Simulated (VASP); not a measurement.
# NbC (Fm-3m) in VASP: a series of runs

Aim: see how the results for NbC move with the level of theory and the settings. Levels: PBEsol+D3(BJ), PBE, PBE+D4. Tasks: single point.

Everything below comes from runs of VASP 6.6.1. Logs are shortened: lines on timing, memory, paths and dates and some standing lists are left out, and cuts for length are marked.

### 1 The cell of the first run

The structure is cubic, space group Fm-3m (No. 225). The conventional cell has a = 4.358 Å, b = 4.358 Å, c = 4.358 Å, α = 90.00°, β = 90.00°, γ = 90.00°. Within 2.9 Å of Nb (site symmetry m-3m) lie 6 C at 2.18 Å. Within 2.9 Å of C (site symmetry m-3m) lie 6 Nb at 2.18 Å.

### 2 Single point, PBEsol+D3(BJ) (volume scaled by 0.96)

Input file INCAR:

```
ALGO     = Normal         # electronic algorithm
EDIFF    = 1E-6           # SCF threshold, eV
ENCUT    = 600            # plane-wave cutoff, eV
GGA      = PS             # functional
GGA_COMPAT= F            
ISIF     = 2              # what is computed and relaxed
ISMEAR   = 0              # smearing method
IVDW     = 12             # dispersion correction
LASPH    = T              # aspherical terms in the spheres
LCHARG   = F              # write CHGCAR
LREAL    = F              # projectors in reciprocal space
LWAVE    = F              # write WAVECAR
NBANDS   = 16             # bands
NELM     = 120            # most SCF steps
PREC     = Accurate       # precision mode
SIGMA    = 0.05           # smearing width, eV
```

Input file KPOINTS:

```
k-points
0
Gamma
  10 10 10
```

Input file POSCAR:

```
NbC
1.0
    0.0000000000      2.1788778999      2.1788778999
    2.1788778999      0.0000000000      2.1788778999
    2.1788778999      2.1788778999      0.0000000000
Nb C
1 1
Direct
    0.0000000000      0.0000000000      0.0000000000
    0.5000000000      0.5000000000      0.5000000000
```

Potentials or basis: VASP PAW PBE potentials, release 64 (Nb_sv, C).

Run with:

```bash
$ cat potpaw_PBE.64/Nb_sv/POTCAR potpaw_PBE.64/C/POTCAR > POTCAR
$ mpirun -np 1 vasp_std > vasp.out
```

OUTCAR:

```text
EDIFF = 1E-6
   ENCUT = 600
   GGA = PS
   ISIF = 2
   ISMEAR = 0
   IVDW = 12
   LASPH = T
   LREAL = F
   NELM = 120
   PREC = Accurate
 IVDW          = 12

 ion  position               nearest neighbor table
   1  0.000  0.000  0.000-   2 2.18   2 2.18   2 2.18   2 2.18   2 2.18   2 2.18
   2  0.500  0.500  0.500-   1 2.18   1 2.18   1 2.18   1 2.18   1 2.18   1 2.18

  LATTYP: Found a face centered cubic cell.
 ALAT       =     4.3577557998

  Lattice vectors:

 A1 = (   0.0000000000,   2.1788778999,   2.1788778999)
 A2 = (   2.1788778999,   0.0000000000,   2.1788778999)
 A3 = (   2.1788778999,   2.1788778999,   0.0000000000)

Analysis of symmetry for initial positions (statically):
=====================================================================
 Subroutine PRICEL returns:
 Original cell was already a primitive cell.

 Routine SETGRP: Setting up the symmetry group for a
 face centered cubic supercell.

 Subroutine GETGRP returns: Found 48 space group operations
 (whereof 48 operations were pure point group operations)
 out of a pool of 48 trial point group operations.

The static configuration has the point symmetry O_h .

Analysis of symmetry for dynamics (positions and initial velocities):
=====================================================================
 Subroutine PRICEL returns:
 Original cell was already a primitive cell.

 Routine SETGRP: Setting up the symmetry group for a
 face centered cubic supercell.

 Subroutine GETGRP returns: Found 48 space group operations
 (whereof 48 operations were pure point group operations)
 out of a pool of 48 trial point group operations.

The dynamic configuration has the point symmetry O_h .

 Subroutine INISYM returns: Found 48 space group operations
 (whereof 48 operations are pure point group operations),
 and found     1 'primitive' translations

----------------------------------------------------------------------------------------

                                     Primitive cell

  volume of cell :      20.6885

  direct lattice vectors                    reciprocal lattice vectors
     0.000000000  2.178877900  2.178877900    -0.229475915  0.229475915  0.229475915
     2.178877900  0.000000000  2.178877900     0.229475915 -0.229475915  0.229475915
     2.178877900  2.178877900  0.000000000     0.229475915  0.229475915 -0.229475915

  length of vectors
     3.081398677  3.081398677  3.081398677     0.397463944  0.397463944  0.397463944

  position of ions in fractional coordinates (direct lattice)
     0.000000000  0.000000000  0.000000000
     0.500000000  0.500000000  0.500000000

  ion indices of the primitive-cell ions
   primitive index   ion index
                 1           1
                 2           2

----------------------------------------------------------------------------------------

 KPOINTS: k-points

Automatic generation of k-mesh.
 Grid dimensions read from file:
 generate k-points for:   10   10   10

 Generating k-lattice:

  Cartesian coordinates                     Fractional coordinates (reciprocal lattice)
    -0.022947592  0.022947592  0.022947592     0.100000000  0.000000000  0.000000000
     0.022947592 -0.022947592  0.022947592     0.000000000  0.100000000  0.000000000
     0.022947592  0.022947592 -0.022947592     0.000000000  0.000000000  0.100000000

  Length of vectors
     0.039746394  0.039746394  0.039746394

  Shift w.r.t. Gamma in fractional coordinates (k-lattice)
     0.000000000  0.000000000  0.000000000

 Subroutine IBZKPT returns following result:
 ===========================================

 Found     47 irreducible k-points:

 Following reciprocal coordinates:
            Coordinates               Weight
  0.000000  0.000000  0.000000      1.000000
  0.100000  0.000000  0.000000      8.000000
  0.200000  0.000000  0.000000      8.000000
  0.300000  0.000000  0.000000      8.000000
  0.400000  0.000000  0.000000      8.000000
  0.500000  0.000000  0.000000      4.000000
[... 16 lines left out ...]
  0.300000  0.300000  0.000000      6.000000
  0.400000  0.300000  0.000000     24.000000
 [... further k-points ...]
   k-points           NKPTS =     47   k-points in BZ     NKDIM =     47   number of bands    NBANDS=     16
   number of dos      NEDOS =    301   number of ions     NIONS =      2
   total plane-waves  NPLWV =  21952
   dimension x,y,z NGX =    28 NGY =   28 NGZ =   28
   dimension x,y,z NGXF=    56 NGYF=   56 NGZF=   56
   ions per type =               1   1
   NGX,Y,Z   is equivalent  to a cutoff of  15.11, 15.11, 15.11 a.u.
   NGXF,Y,Z  is equivalent  to a cutoff of  30.21, 30.21, 30.21 a.u.
 SYSTEM =  unknown system
   PREC   = accura    normal or accurate (medium, high low for compatibility)
   ISTART =      0    job   : 0-new  1-cont  2-samecut
   ICHARG =      2    charge: 1-file 2-atom 10-const
   ISPIN  =      1    spin polarized calculation?
   LNONCOLLINEAR =      F non collinear calculations
   LSORBIT =      F    spin-orbit coupling
   LASPH  =      T    aspherical Exc in radial PAW
   ENCUT  =  600.0 eV  44.10 Ry    6.64 a.u.   6.15  6.15  6.15*2*pi/ulx,y,z
   NELM   =    120;   NELMIN=  2; NELMDL= -5     # of ELM steps
   EDIFF  = 0.1E-05   stopping-criterion for ELM
   LREAL  =      F    real-space projection
   EDIFFG = 0.1E-04   stopping-criterion for IOM
   NSW    =      0    number of steps for IOM
   IBRION =     -1    ionic relax: 0-MD 1-quasi-New 2-CG
   NFREE  =      0    steps in history (QN), initial steepest desc. (CG)
   ISIF   =      2    stress and relaxation
   ISYM   =      2    0-nonsym 1-usesym 2-fastsym
   POTIM  = 0.5000    time-step for ionic-motion
   TEBEG  =    0.0;   TEEND  =   0.0 temperature during run
   PSTRESS=    0.0 pullay stress
   NELECT =      17.0000    total number of electrons
   NUPDOWN=      -1.0000    fix difference up-down
   EMIN   =  10.00;   EMAX   =-10.00  energy-range for DOS
   EFERMI =   0.00;   METHOD = LEGACY
   ISMEAR =     0;   SIGMA  =   0.05  broadening in eV -4-tet -1-fermi 0-gaus
   EFERMI_NEDOS =   21; number of points for ismear=-14 and -15
   IALGO  =     38    algorithm
   IMIX   =      4    mixing-type and parameters
     AMIX     =   0.40;   BMIX     =  1.00
     AMIX_MAG =   1.60;   BMIX_MAG =  1.00
  volume/ion in A,a.u.               =      10.34        69.81
  Fermi-wavevector in a.u.,A,eV,Ry     =   1.533375  2.897658 31.990528  2.351237
  Thomas-Fermi vector in A             =   2.640450
   LORBIT       =      0    0 simple, 1 ext, 2 COOP (PROOUT), +10 PAW based schemes
   GGA     = PS    functional components
   LHFCALC =     F    Hartree Fock is set to
   AEXX    =    0.0000 exact exchange contribution
   IVDW    =    12    specifies the selected vdW correction
   LEPSILON=     F    determine dielectric tensor
   LRPA    =     F    only Hartree local field effects (RPA)
 non-spin polarized calculation
 Gauss-broadening in eV      SIGMA  =   0.05
  energy-cutoff  :      600.00
  volume of cell :       20.69
 maximum number of plane-waves:       701
 NGX is ok and might be reduce to    28
   NGX = 13   NGY = 13   NGZ = 13

 number of electron      16.9999999 magnetization

 Free energy of the ion-electron system (eV)
  ---------------------------------------------------
  ext. energy  EPLUGINS =         0.00000000
  ---------------------------------------------------
  free energy    TOTEN  =       -21.78283587 eV

  energy without entropy =      -21.78213687  energy(sigma->0) =      -21.78248637

 E-fermi :  13.4801     XC(G=0): -13.6300

 val. band max:       13.4394125405   @ k =  -0.4000   0.4000   0.1000
 cond. band min:      13.6952530218   @ k =  -0.2000   0.2000   0.0000
 fundamental gap:      0.2558404813
 Fermi energy:        13.4800889946

 k-point     1 :       0.0000    0.0000    0.0000
  band No.  band energies     occupation
      1     -41.9106      2.00000
      2     -17.5773      2.00000
      3     -17.5773      2.00000
      4     -17.5773      2.00000
      5      -0.2104      2.00000
      6      12.1310      2.00000
[... 8 lines left out ...]
     15      23.5139      0.00000
     16      37.2342      0.00000

 k-point     2 :       0.1000    0.0000    0.0000
  band No.  band energies     occupation
      1     -41.8962      2.00000
      2     -17.6925      2.00000
      3     -17.5875      2.00000
      4     -17.5875      2.00000
      5       0.0751      2.00000
      6      11.1130      2.00000
[... 8 lines left out ...]
     15      24.1941      0.00000
     16      35.3389      0.00000

 k-point     3 :       0.2000    0.0000    0.0000
  band No.  band energies     occupation
      1     -41.8584      2.00000
      2     -17.9847      2.00000
      3     -17.6140      2.00000
      4     -17.6140      2.00000
      5       0.8590      2.00000
      6       9.4777      2.00000
[... 8 lines left out ...]
     15      25.8113      0.00000
     16      33.0506      0.00000

 k-point     4 :       0.3000    0.0000    0.0000
  band No.  band energies     occupation
      1     -41.8112      2.00000
      2     -18.3292      2.00000
      3     -17.6465      2.00000
      4     -17.6465      2.00000
      5       1.9630      2.00000
      6       7.8492      2.00000
[... 8 lines left out ...]
     15      27.5426      0.00000
     16      30.1303      0.00000
[... 324 lines left out ...]
 k-point    22 :      -0.2000    0.2000    0.0000
  band No.  band energies     occupation
      1     -41.7948      2.00000
      2     -18.2654      2.00000
      3     -17.8709      2.00000
      4     -17.6331      2.00000
      5       2.1225      2.00000
      6       7.5723      2.00000
[... 8 lines left out ...]
     15      27.0675      0.00000
     16      29.1188      0.00000

 k-point    23 :       0.3000    0.3000    0.0000
  band No.  band energies     occupation
      1     -41.7782      2.00000
      2     -18.2480      2.00000
      3     -17.8266      2.00000
      4     -17.8266      2.00000
      5       1.4859      2.00000
      6       7.9023      2.00000
[... 8 lines left out ...]
     15      29.0362      0.00000
     16      29.4919      0.00000

 k-point    24 :       0.4000    0.3000    0.0000
  band No.  band energies     occupation
      1     -41.7476      2.00000
      2     -18.3862      2.00000
      3     -17.9006      2.00000
      4     -17.8656      2.00000
      5       1.5836      2.00000
      6       8.1928      2.00000
[... 8 lines left out ...]
     15      27.1302      0.00000
     16      29.8916      0.00000

 [... further k-points ...]

------------------------ aborting loop because EDIFF is reached ----------------------------------------

 Edisp (eV)   -0.99690

 E8    (eV) :    -0.6701

  FORCE on cell =-STRESS in cart. coord.  units (eV):
  Direction    XX          YY          ZZ          XY          YZ          ZX
  --------------------------------------------------------------------------------------
  -------------------------------------------------------------------------------------
  Total       1.85661     1.85661     1.85661    -0.00000    -0.00000     0.00000
  in kB     143.78123   143.78123   143.78123    -0.00000    -0.00000     0.00000
  external pressure =      143.78 kB  Pullay stress =        0.00 kB

 VOLUME and BASIS-vectors are now :
 -----------------------------------------------------------------------------
  energy-cutoff  :      600.00
  volume of cell :       20.69
      direct lattice vectors                 reciprocal lattice vectors
     0.000000000  2.178877900  2.178877900    -0.229475915  0.229475915  0.229475915
     2.178877900  0.000000000  2.178877900     0.229475915 -0.229475915  0.229475915
     2.178877900  2.178877900  0.000000000     0.229475915  0.229475915 -0.229475915

 POSITION                                       TOTAL-FORCE (eV/Angst)
 -----------------------------------------------------------------------------------
      0.00000      0.00000      0.00000         0.000000      0.000000      0.000000
      2.17888      2.17888      2.17888        -0.000000     -0.000000     -0.000000
 -----------------------------------------------------------------------------------
    total drift:                               -0.000000      0.000000      0.000000

  FREE ENERGIE OF THE ION-ELECTRON SYSTEM (eV)
  ---------------------------------------------------
  free  energy   TOTEN  =       -22.7797372442 eV

  energy  without entropy=      -22.7790382455  energy(sigma->0) =      -22.77938774
```

It took 13 s on 1 thread of AMD EPYC 9R45 (Zen 5), shared host; peak memory 0.14 GiB.

Results:

```yaml
Free_energy: -22.7797 eV
Pressure: 14.4 GPa
Dispersion_energy_per_atom: -0.498 eV
```

Caveat: the PAW data sets were made with another functional, which shifts forces and pressure a little; pairwise dispersion overbinds metals, which lowers pressure and volume.

(Part 1 of 3 ends here.)
